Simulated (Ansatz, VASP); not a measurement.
**Two plane-wave programs on AlNi3**

POSCAR

```
AlNi3
1.0
    0.0091803197      2.8086990902      2.8014686452
    2.8035150590      0.0061289969      2.8045199680
    2.8105818206      2.8188171747     -0.0009377647
Al Ni
1 3
Direct
    0.5179937806      0.4754529908      0.4812022906
    0.2347094222      0.2129657574      0.2359009799
    0.0527018359     -0.0376585175      0.0301498793
    0.7728995969      0.7206613382      0.8016672262
```

Contents of INCAR.step1:

```
SYSTEM = AlNi3
  PREC = Accurate
  ENCUT = 660
  ISMEAR = 0
  SIGMA = 0.1
  LREAL = .FALSE.
  LASPH = .TRUE.
  NELM = 120
  NBANDS = 24
  GGA = PE
  ALGO = Normal
  EDIFF = 1E-5
  LWAVE = .TRUE.
  LCHARG = .FALSE.
  GGA_COMPAT = .FALSE.
```

The input INCAR.step2:

```
SYSTEM = AlNi3
  PREC = Accurate
  ENCUT = 660
  EDIFF = 1E-6
  ISMEAR = 0
  SIGMA = 0.1
  LREAL = .FALSE.
  LASPH = .TRUE.
  NELM = 120
  ALGO = Normal
  ISIF = 2
  LWAVE = .FALSE.
  LCHARG = .TRUE.
  METAGGA = R2SCAN
  LMIXTAU = .TRUE.
  LELF = .TRUE.
  LVHAR = .TRUE.
  NBANDS = 24
  ISTART = 1
  GGA_COMPAT = .FALSE.
```

Contents of KPOINTS:

```
regular mesh
0
G
  2 2 2
  0 0 0
```

Input for Ansatz:

```yaml
crystal:
  lattice:
    - [0.0091803197, 2.8086990902, 2.8014686452]
    - [2.803515059, 0.0061289969, 2.804519968]
    - [2.8105818206, 2.8188171747, -0.0009377647]
  atoms:
    - { symbol: Al, position: [0.5179937806, 0.4754529908, 0.4812022906] }
    - { symbol: Ni, position: [0.2347094222, 0.2129657574, 0.2359009799] }
    - { symbol: Ni, position: [0.0527018359, -0.0376585175, 0.0301498793] }
    - { symbol: Ni, position: [0.7728995969, 0.7206613382, 0.8016672262] }
basis:
  ecutwfc: 500
kpoints:
  mp_grid: { grid: [2, 2, 2] }
hamiltonian:
  xc: r2scan
scf:
  occupations: { method: gaussian, width: 0.1 }
output:
  forces: true
  stress: true
  eigenvalues: true
```

Change from the starting cell: kmesh displaced: [2, 2, 2] Gamma-centred.

Alike in both runs: task single point; functional r2SCAN; k mesh 2 × 2 × 2; occupations gaussian, width 0.1 eV; no spin polarisation.

|  | VASP | Ansatz |
| --- | --- | --- |
| version | VASP 6.6.1 | Ansatz 0.2.0 |
| potentials or method | VASP PAW PBE potentials, release 64 (Al, Ni), cutoff 660 eV | scalar-relativistic, plane waves, PAW |
| valence electrons in the cell | 33 | 57 |

```tsv
	VASP	Ansatz	Ansatz less VASP
gap on the k mesh at the Fermi level (eV)	none	none	-
pressure (GPa)	9.0	9.0	-0.02
traceless stress, the component that is largest in VASP (GPa)	-3.28	-3.30	-0.019
rms of the force components (eV/Å)	1.422	1.425	+0.0029
```

VASP's potentials were made for PBE, not for r2SCAN. Atom by atom the forces differ by 0.008 eV/Å (rms over components). A gap of «none» marks a metal or a gap that the smearing closes. With one functional, cell and mesh, what is left measures potentials, basis and numerics. VASP's potentials hold 33 valence electrons a cell and Ansatz's 57, so a difference there can come from the potentials and not from the codes.

The k mesh is coarse, so the values compare programs but aren't converged.
